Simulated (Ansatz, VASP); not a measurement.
## Two plane-wave programs on Zr3S2

```
Zr S
1.0
    -1.78751    1.78751    7.63410
     1.78751   -1.78751    7.63410
     1.78751    1.78751   -7.63410
Zr S
3 2
Direct
  0.62752 0.62752 0.00000
  0.37248 0.37248 0.00000
  0.00000 0.00000 0.00000
  0.17575 0.17575 0.00000
  0.82425 0.82425 0.00000
```

Alike in both runs: functional PBE; k mesh 6 × 6 × 6; occupations gaussian, width 0.2 eV; no spin polarisation.

Ansatz relaxed the structure, and its values are those at the end. VASP's run is a single point on that final structure, the one shown.

|  | VASP | Ansatz |
| --- | --- | --- |
| version | VASP 6.6.1 | Ansatz 0.2.0 |
| potentials or method | VASP PAW PBE potentials, release 64 (Zr_sv, S), cutoff 520 eV | scalar-relativistic, plane waves, PAW |
| valence electrons in the cell | 48 | 48 |

```tsv
	VASP	Ansatz	Ansatz less VASP
gap on the k mesh at the Fermi level (eV)	none	none	-
pressure (GPa)	-0.3	-0.3	-0.01
rms of the force components (eV/Å)	0.001	0.004	+0.0031
```

A gap of «none» marks a metal or a gap that the smearing closes. The functional is the same, so the differences come from potentials, cutoffs and numerics.

The k mesh is coarse, so the values compare programs but aren't converged.
